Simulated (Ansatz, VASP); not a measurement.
**CaS: VASP beside Ansatz**

```
CELL_PARAMETERS angstrom
0.00000 2.88961 2.88961
2.88961 0.00000 2.88961
2.88961 2.88961 0.00000
ATOMIC_POSITIONS crystal
Ca 0.00000 0.00000 0.00000
S 0.50000 0.50000 0.50000
```

Alike in both runs: task single point; functional r2SCAN; k mesh 5 × 5 × 5; no spin polarisation.

|  | VASP | Ansatz |
| --- | --- | --- |
| version | VASP 6.6.1 | Ansatz 0.2.0 |
| potentials or method | VASP PAW PBE potentials, release 64 (Ca_sv, S), cutoff 550 eV | plane waves, PAW |
| occupations | gaussian, width 0.01 eV | fixed |
| valence electrons in the cell | 16 | 16 |

Ansatz gave:

| Item | Value |
| --- | --- |
| pressure (GPa) | -2.4 |

Problem. Estimate VASP's values.

Solution. Pressure (GPa): -2.2.

VASP's potentials were made for PBE, not for r2SCAN.
